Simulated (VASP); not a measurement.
Here is a VASP 6.6.1 calculation.

Contents of INCAR:

```
PREC = Accurate
ENCUT = 520
EDIFF = 1E-7
ISMEAR = -1
SIGMA = 0.05
LREAL = False
LASPH = True
NELM = 100
ALGO = Normal
ISIF = 2
LWAVE = False
LCHARG = True
LDIPOL = True
IDIPOL = 3
DIPOL = 0.5 0.5 0.500
GGA = PS
LELF = True
LVHAR = True
LVACPOTAV = True
NBANDS = 26
```

File KPOINTS:

```
regular mesh
0
Gamma
  9 9 1
```

The input POSCAR:

```
Sb
1.0
    3.3690001795      0.0000000000      0.0000000000
   -1.6845000897      2.9176397408      0.0000000000
    0.0000000000      0.0000000000     30.9900000000
Sb
7
Direct
    0.6666666667      0.3333333334      0.2420135528
    0.3333333333      0.6666666666      0.3280090352
    0.6666666667      0.3333333334      0.4140045176
    0.3333333333      0.6666666666      0.5000000000
    0.6666666667      0.3333333334      0.5859954824
    0.3333333333      0.6666666666      0.6719909648
    0.6666666667      0.3333333334      0.7579864472
```

Potentials or basis: VASP PAW PBE potentials, release 64 (Sb).

Command:

```sh
$ cat potpaw_PBE.64/Sb/POTCAR > POTCAR
$ mpirun -np 1 vasp_std > vasp.out
```

Question: Estimate the largest force.

Answer: 0.364 eV/Å.

Forces on the atoms (eV/Å):
```
Sb   0.000  0.000  0.364
Sb   0.000  0.000 -0.357
Sb   0.000  0.000  0.101
Sb   0.000  0.000  0.000
Sb   0.000  0.000 -0.101
Sb   0.000  0.000  0.357
Sb   0.000  0.000 -0.364
```

Caveat: the PAW data sets were made with another functional, which shifts forces and pressure a little.
